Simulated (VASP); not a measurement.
# CdF2 (Fm-3m) in VASP: settings compared

CdF2 is run at these levels: PBE, r2SCAN; tasks: single point.

Program: VASP 6.6.1. These are calculated values, not measurements. Logs are shortened: lines on timing, memory, paths and dates and some standing lists are left out, and cuts for length are marked.

## 1. The cell of the first run

It takes space group Fm-3m (No. 225, cubic). Conventional cell: a = 5.406 Å, b = 5.406 Å, c = 5.406 Å, α = 90.00°, β = 90.00°, γ = 90.00°. Within 3.1 Å of Cd (site symmetry m-3m) lie 8 F at 2.34 Å. Within 3.1 Å of F (site symmetry -43m) lie 4 Cd at 2.34 Å and 6 F at 2.70 Å.

## 2. Single point, PBE

Contents of INCAR:

```
PREC     = Accurate       # precision mode
ENCUT    = 520            # plane-wave cutoff, eV
EDIFF    = 1E-6           # SCF threshold, eV
ISMEAR   = 0              # smearing method
SIGMA    = 0.05           # smearing width, eV
LREAL    = F              # projectors in reciprocal space
LASPH    = T              # aspherical terms in the spheres
NELM     = 60             # most SCF steps
ALGO     = Normal         # electronic algorithm
ISIF     = 2              # what is computed and relaxed
LWAVE    = F              # write WAVECAR
LCHARG   = F              # write CHGCAR
GGA      = PE             # functional
NBANDS   = 20             # bands
```

Contents of KPOINTS:

```
regular mesh
0
Gamma
  6 6 6
```

Contents of POSCAR:

```
CdF2
1.0
    0.0000000000      2.7029502319      2.7029502319
    2.7029502319      0.0000000000      2.7029502319
    2.7029502319      2.7029502319      0.0000000000
Cd F
1 2
Direct
    0.0000000000      0.0000000000      0.0000000000
    0.2500000000      0.2500000000      0.2500000000
    0.7500000000      0.7500000000      0.7500000000
```

Potentials or basis: VASP PAW PBE potentials, release 64 (Cd, F).

On the command line:

```
$ cat potpaw_PBE.64/Cd/POTCAR potpaw_PBE.64/F/POTCAR > POTCAR
$ mpirun -np 1 vasp_std > vasp.out
```

OUTCAR:

```text
PREC = Accurate
   ENCUT = 520
   EDIFF = 1E-6
   ISMEAR = 0
   LREAL = F
   LASPH = T
   NELM = 60
   ISIF = 2
   GGA = PE

 ion  position               nearest neighbor table
   1  0.000  0.000  0.000-   3 2.34   3 2.34   3 2.34   2 2.34   2 2.34   2 2.34   3 2.34   2 2.34

   2  0.250  0.250  0.250-   1 2.34   1 2.34   1 2.34   1 2.34
   3  0.750  0.750  0.750-   1 2.34   1 2.34   1 2.34   1 2.34

  LATTYP: Found a face centered cubic cell.
 ALAT       =     5.4059004638

  Lattice vectors:

 A1 = (   0.0000000000,   2.7029502319,   2.7029502319)
 A2 = (   2.7029502319,   0.0000000000,   2.7029502319)
 A3 = (   2.7029502319,   2.7029502319,   0.0000000000)

Analysis of symmetry for initial positions (statically):
=====================================================================
 Subroutine PRICEL returns:
 Original cell was already a primitive cell.

 Routine SETGRP: Setting up the symmetry group for a
 face centered cubic supercell.

 Subroutine GETGRP returns: Found 48 space group operations
 (whereof 48 operations were pure point group operations)
 out of a pool of 48 trial point group operations.

The static configuration has the point symmetry O_h .

Analysis of symmetry for dynamics (positions and initial velocities):
=====================================================================
 Subroutine PRICEL returns:
 Original cell was already a primitive cell.

 Routine SETGRP: Setting up the symmetry group for a
 face centered cubic supercell.

 Subroutine GETGRP returns: Found 48 space group operations
 (whereof 48 operations were pure point group operations)
 out of a pool of 48 trial point group operations.

The dynamic configuration has the point symmetry O_h .

 Subroutine INISYM returns: Found 48 space group operations
 (whereof 48 operations are pure point group operations),
 and found     1 'primitive' translations

----------------------------------------------------------------------------------------

                                     Primitive cell

  volume of cell :      39.4952

  direct lattice vectors                    reciprocal lattice vectors
     0.000000000  2.702950232  2.702950232    -0.184983058  0.184983058  0.184983058
     2.702950232  0.000000000  2.702950232     0.184983058 -0.184983058  0.184983058
     2.702950232  2.702950232  0.000000000     0.184983058  0.184983058 -0.184983058

  length of vectors
     3.822548876  3.822548876  3.822548876     0.320400055  0.320400055  0.320400055

  position of ions in fractional coordinates (direct lattice)
     0.000000000  0.000000000  0.000000000
     0.250000000  0.250000000  0.250000000
     0.750000000  0.750000000  0.750000000

  ion indices of the primitive-cell ions
   primitive index   ion index
                 1           1
                 2           2
                 3           3

----------------------------------------------------------------------------------------

 KPOINTS: regular mesh

Automatic generation of k-mesh.
 Grid dimensions read from file:
 generate k-points for:    6    6    6

 Generating k-lattice:

  Cartesian coordinates                     Fractional coordinates (reciprocal lattice)
    -0.030830510  0.030830510  0.030830510     0.166666667  0.000000000  0.000000000
     0.030830510 -0.030830510  0.030830510     0.000000000  0.166666667  0.000000000
     0.030830510  0.030830510 -0.030830510     0.000000000  0.000000000  0.166666667

  Length of vectors
     0.053400009  0.053400009  0.053400009

  Shift w.r.t. Gamma in fractional coordinates (k-lattice)
     0.000000000  0.000000000  0.000000000

 Subroutine IBZKPT returns following result:
 ===========================================

 Found     16 irreducible k-points:

 Following reciprocal coordinates:
            Coordinates               Weight
  0.000000  0.000000  0.000000      1.000000
  0.166667  0.000000  0.000000      8.000000
  0.333333  0.000000  0.000000      8.000000
  0.500000  0.000000  0.000000      4.000000
  0.166667  0.166667  0.000000      6.000000
  0.333333  0.166667  0.000000     24.000000
[... 8 lines left out ...]
 -0.333333  0.333333  0.166667     24.000000
 -0.333333  0.500000  0.166667     12.000000
   k-points           NKPTS =     16   k-points in BZ     NKDIM =     16   number of bands    NBANDS=     20
   number of dos      NEDOS =    301   number of ions     NIONS =      3
   total plane-waves  NPLWV =  21952
   dimension x,y,z NGX =    28 NGY =   28 NGZ =   28
   dimension x,y,z NGXF=    56 NGYF=   56 NGZF=   56
   ions per type =               1   2
   NGX,Y,Z   is equivalent  to a cutoff of  12.18, 12.18, 12.18 a.u.
   NGXF,Y,Z  is equivalent  to a cutoff of  24.35, 24.35, 24.35 a.u.
 SYSTEM =  unknown system
   PREC   = accura    normal or accurate (medium, high low for compatibility)
   ISTART =      0    job   : 0-new  1-cont  2-samecut
   ICHARG =      2    charge: 1-file 2-atom 10-const
   ISPIN  =      1    spin polarized calculation?
   LNONCOLLINEAR =      F non collinear calculations
   LSORBIT =      F    spin-orbit coupling
   LASPH  =      T    aspherical Exc in radial PAW
   ENCUT  =  520.0 eV  38.22 Ry    6.18 a.u.   7.11  7.11  7.11*2*pi/ulx,y,z
   NELM   =     60;   NELMIN=  2; NELMDL= -5     # of ELM steps
   EDIFF  = 0.1E-05   stopping-criterion for ELM
   LREAL  =      F    real-space projection
   EDIFFG = 0.1E-04   stopping-criterion for IOM
   NSW    =      0    number of steps for IOM
   IBRION =     -1    ionic relax: 0-MD 1-quasi-New 2-CG
   NFREE  =      0    steps in history (QN), initial steepest desc. (CG)
   ISIF   =      2    stress and relaxation
   ISYM   =      2    0-nonsym 1-usesym 2-fastsym
   POTIM  = 0.5000    time-step for ionic-motion
   TEBEG  =    0.0;   TEEND  =   0.0 temperature during run
   PSTRESS=    0.0 pullay stress
   NELECT =      26.0000    total number of electrons
   NUPDOWN=      -1.0000    fix difference up-down
   EMIN   =  10.00;   EMAX   =-10.00  energy-range for DOS
   EFERMI =   0.00;   METHOD = LEGACY
   ISMEAR =     0;   SIGMA  =   0.05  broadening in eV -4-tet -1-fermi 0-gaus
   EFERMI_NEDOS =   21; number of points for ismear=-14 and -15
   IALGO  =     38    algorithm
   IMIX   =      4    mixing-type and parameters
     AMIX     =   0.40;   BMIX     =  1.00
     AMIX_MAG =   1.60;   BMIX_MAG =  1.00
  volume/ion in A,a.u.               =      13.17        88.84
  Fermi-wavevector in a.u.,A,eV,Ry     =   1.424135  2.691225 27.594808  2.028161
  Thomas-Fermi vector in A             =   2.544659
   LORBIT       =      0    0 simple, 1 ext, 2 COOP (PROOUT), +10 PAW based schemes
   GGA     = PE    functional components
   LHFCALC =     F    Hartree Fock is set to
   AEXX    =    0.0000 exact exchange contribution
   IVDW    =     0    specifies the selected vdW correction
   LEPSILON=     F    determine dielectric tensor
   LRPA    =     F    only Hartree local field effects (RPA)
 non-spin polarized calculation
 Gauss-broadening in eV      SIGMA  =   0.05
  energy-cutoff  :      520.00
  volume of cell :       39.50
 maximum number of plane-waves:      1090
   NGX = 15   NGY = 15   NGZ = 15

 number of electron      25.9999983 magnetization

 Free energy of the ion-electron system (eV)
  ---------------------------------------------------
  ext. energy  EPLUGINS =         0.00000000
  ---------------------------------------------------
  free energy    TOTEN  =       -10.87389733 eV

  energy without entropy =      -10.87389733  energy(sigma->0) =      -10.87389733

 E-fermi :  -1.1742     XC(G=0): -10.3581

 val. band max:       -1.4053003688   @ k =  -0.3333   0.5000   0.1667
 cond. band min:       1.6465901709   @ k =   0.0000   0.0000   0.0000
 fundamental gap:      3.0518905397
 Fermi energy:        -1.1741534116

 k-point     1 :       0.0000    0.0000    0.0000
  band No.  band energies     occupation
      1     -22.1361      2.00000
      2     -21.0590      2.00000
      3      -6.9716      2.00000
      4      -6.9716      2.00000
      5      -6.9716      2.00000
      6      -5.8072      2.00000
[... 12 lines left out ...]
     19      18.4397      0.00000
     20      18.4397      0.00000

 k-point     2 :       0.1667    0.0000    0.0000
  band No.  band energies     occupation
      1     -22.0519      2.00000
      2     -21.1333      2.00000
      3      -6.8742      2.00000
      4      -6.8742      2.00000
      5      -6.6904      2.00000
      6      -5.8325      2.00000
[... 12 lines left out ...]
     19      17.8102      0.00000
     20      17.8102      0.00000

 k-point     3 :       0.3333    0.0000    0.0000
  band No.  band energies     occupation
      1     -21.8387      2.00000
      2     -21.3242      2.00000
      3      -6.7022      2.00000
      4      -6.7022      2.00000
      5      -6.0135      2.00000
      6      -5.8110      2.00000
[... 12 lines left out ...]
     19      17.0242      0.00000
     20      17.8343      0.00000

 k-point     4 :       0.5000    0.0000    0.0000
  band No.  band energies     occupation
      1     -21.6106      2.00000
      2     -21.5390      2.00000
      3      -6.6422      2.00000
      4      -6.6422      2.00000
      5      -5.7381      2.00000
      6      -5.7381      2.00000
[... 12 lines left out ...]
     19      16.7300      0.00000
     20      17.2855      0.00000

 k-point     5 :       0.1667    0.1667    0.0000
  band No.  band energies     occupation
      1     -22.0276      2.00000
      2     -21.1523      2.00000
      3      -6.8203      2.00000
      4      -6.8203      2.00000
      5      -6.6242      2.00000
      6      -5.9490      2.00000
[... 12 lines left out ...]
     19      18.7077      0.00000
     20      19.0533      0.00000
[... 169 lines left out ...]
      6      -5.6949      2.00000
[... 12 lines left out ...]
     19      17.9672      0.00000
     20      20.0031      0.00000

 k-point    14 :       0.5000    0.3333    0.1667
  band No.  band energies     occupation
      1     -21.7246      2.00000
      2     -21.4071      2.00000
      3      -6.5158      2.00000
      4      -6.3821      2.00000
      5      -6.1394      2.00000
      6      -5.8085      2.00000
[... 12 lines left out ...]
     19      17.9002      0.00000
     20      19.9343      0.00000

 k-point    15 :      -0.3333    0.3333    0.1667
  band No.  band energies     occupation
      1     -21.5680      2.00000
      2     -21.5500      2.00000
      3      -6.4632      2.00000
      4      -6.2820      2.00000
      5      -5.9441      2.00000
      6      -5.8726      2.00000
[... 12 lines left out ...]
     19      17.5080      0.00000
     20      20.3723      0.00000

 k-point    16 :      -0.3333    0.5000    0.1667
  band No.  band energies     occupation
      1     -21.6176      2.00000
      2     -21.4881      2.00000
      3      -6.5324      2.00000
      4      -6.0420      2.00000
      5      -5.9818      2.00000
      6      -5.9098      2.00000
[... 12 lines left out ...]
     19      18.7985      0.00000
     20      19.2264      0.00000

------------------------ aborting loop because EDIFF is reached ----------------------------------------

  FORCE on cell =-STRESS in cart. coord.  units (eV):
  Direction    XX          YY          ZZ          XY          YZ          ZX
  --------------------------------------------------------------------------------------
  -------------------------------------------------------------------------------------
  Total        1.2330417      1.2330417      1.2330417      0.0000000      0.0000000     -0.0000000
  in kB       50.0200586     50.0200586     50.0200586      0.0000000      0.0000000     -0.0000000
  external PRESSURE =      50.0200586 kB  Pullay stress =       0.0000000 kB

 VOLUME and BASIS-vectors are now :
 -----------------------------------------------------------------------------
  energy-cutoff  :      520.00
  volume of cell :       39.50
      direct lattice vectors                 reciprocal lattice vectors
     0.000000000  2.702950232  2.702950232    -0.184983058  0.184983058  0.184983058
     2.702950232  0.000000000  2.702950232     0.184983058 -0.184983058  0.184983058
     2.702950232  2.702950232  0.000000000     0.184983058  0.184983058 -0.184983058

 POSITION                                       TOTAL-FORCE (eV/Angst)
 -----------------------------------------------------------------------------------
      0.00000      0.00000      0.00000         0.000000      0.000000      0.000000
      1.35148      1.35148      1.35148        -0.000000     -0.000000     -0.000000
      4.05443      4.05443      4.05443         0.000000      0.000000      0.000000
 -----------------------------------------------------------------------------------
    total drift:                                0.000000      0.000000      0.000000

  FREE ENERGIE OF THE ION-ELECTRON SYSTEM (eV)
  ---------------------------------------------------
  free  energy   TOTEN  =       -10.8738973310 eV

  energy  without entropy=      -10.8738973310  energy(sigma->0) =      -10.87389733
```

It took 6.3 s on 1 thread of Intel Xeon 6975P-C (Granite Rapids), shared host; peak memory 0.15 GiB.

What came out:

```yaml
Free_energy: -10.8739 eV
Pressure: 5.0 GPa
Band_gap_on_the_k_mesh: 3.05 eV (least direct gap 3.54 eV)
```

Levels at points of the mesh, in eV from the valence-band top:
```csv
k point,band 10,band 11,band 12,band 13,band 14,band 15,band 16,band 17
"(0.00, 0.00, 0.00)",-0.93,-0.49,-0.49,-0.49,3.05,12.68,12.68,12.68
"(0.50, 0.00, 0.00)",-1.78,-1.78,-0.38,-0.38,7.12,9.15,14.43,14.43
"(0.50, 0.50, 0.00)",-2.89,-0.46,-0.07,-0.07,7.94,9.62,11.92,14.21
```

Caveat: the cell stands under pressure. A k mesh can miss the band edges.

## 3. Single point, PBE (13.54 Å³/atom)

This run uses another cell than the first one, of 13.54 Å³/atom.

Contents of INCAR:

```
SYSTEM = CdF2
ALGO = Normal
EDIFF = 1E-6
ENCUT = 520
GGA = PE
ISIF = 2
ISMEAR = 0
LASPH = .TRUE.
LCHARG = .FALSE.
LREAL = .FALSE.
LWAVE = .FALSE.
NBANDS = 20
NELM = 100
PREC = Accurate
SIGMA = 0.05
```

Contents of KPOINTS:

```
k-points
0
G
  6 6 6
  0 0 0
```

Contents of POSCAR:

```
CdF2
1.0
    0.0000000000      2.7285285484      2.7285285484
    2.7285285484      0.0000000000      2.7285285484
    2.7285285484      2.7285285484      0.0000000000
Cd F
1 2
Direct
    0.0000000000      0.0000000000      0.0000000000
    0.2500000000      0.2500000000      0.2500000000
    0.7500000000      0.7500000000      0.7500000000
```

Potentials or basis: VASP PAW PBE potentials, release 64 (Cd, F).

On the command line:

```
$ cat potpaw_PBE.64/Cd/POTCAR potpaw_PBE.64/F/POTCAR > POTCAR
$ mpirun -np 1 vasp_std > vasp.out
```

Wall time 7.7 s (1 thread of Intel Xeon 6975P-C (Granite Rapids), shared host); peak memory 0.16 GiB.

Results (log left out):

* Free energy: -10.9000 eV
* Pressure: 1.9 GPa
* Band gap on the k mesh: 2.95 eV (least direct gap 3.48 eV)

Levels at points of the mesh, in eV from the valence-band top:
| k point | band 9 | band 10 | band 11 | band 12 | band 13 | band 14 | band 15 | band 16 | band 17 | band 18 |
| --- | --- | --- | --- | --- | --- | --- | --- | --- | --- | --- |
| (0.00, 0.00, 0.00) | -0.86 | -0.86 | -0.53 | -0.53 | -0.53 | 2.95 | 12.54 | 12.54 | 12.54 | 17.31 |
| (0.50, 0.00, 0.00) | -2.09 | -1.68 | -1.68 | -0.40 | -0.40 | 6.90 | 9.05 | 14.18 | 14.18 | 17.93 |
| (0.50, 0.50, 0.00) | -2.74 | -2.74 | -0.41 | -0.07 | -0.07 | 7.71 | 9.46 | 11.86 | 13.96 | 13.96 |

A k mesh can miss the band edges. A hybrid or GW would open this gap; PBE tends to underestimate it.

[end of part 1 of 3]
